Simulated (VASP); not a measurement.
Here is a VASP 6.6.1 calculation.

INCAR

```
PREC = Accurate
ENCUT = 520
EDIFF = 1E-6
ISMEAR = 0
SIGMA = 0.05
LREAL = False
LASPH = True
NELM = 60
ALGO = Normal
ISIF = 2
LWAVE = False
LCHARG = True
GGA = PE
LELF = True
LVHAR = True
NBANDS = 31
```

Contents of KPOINTS:

```
regular mesh
0
Gamma
  6 6 8
```

Contents of POSCAR:

```
HfO2
1.0
    4.8812150602      0.0000000000      0.0000000000
    0.0000000000      4.8812150602      0.0000000000
    0.0000000000      0.0000000000      3.2378896156
Hf O
2 4
Direct
    0.0000000000      0.0000000000     -0.0209086807
    0.5000000000      0.5000000000      0.5209086807
    0.1948161092      0.8051838908      0.4932900522
    0.3051838908      0.3051838908      0.0067099478
    0.6948161092      0.6948161092      0.0067099478
    0.8051838908      0.1948161092      0.4932900522
```

Potentials or basis: VASP PAW PBE potentials, release 64 (Hf_pv, O).

Command:

```sh
$ cat potpaw_PBE.64/Hf_pv/POTCAR potpaw_PBE.64/O/POTCAR > POTCAR
$ mpirun -np 1 vasp_std > vasp.out
```

(1) Estimate the band gap on the k mesh.

(2) Predict the pressure.

(3) What does it give for the largest force?

## Answers

(1) 3.87 eV, direct.

(2) -2.6 GPa.

(3) 0.369 eV/Å.

Caveat: spin-orbit coupling is left out, which moves the levels of the heavy elements.
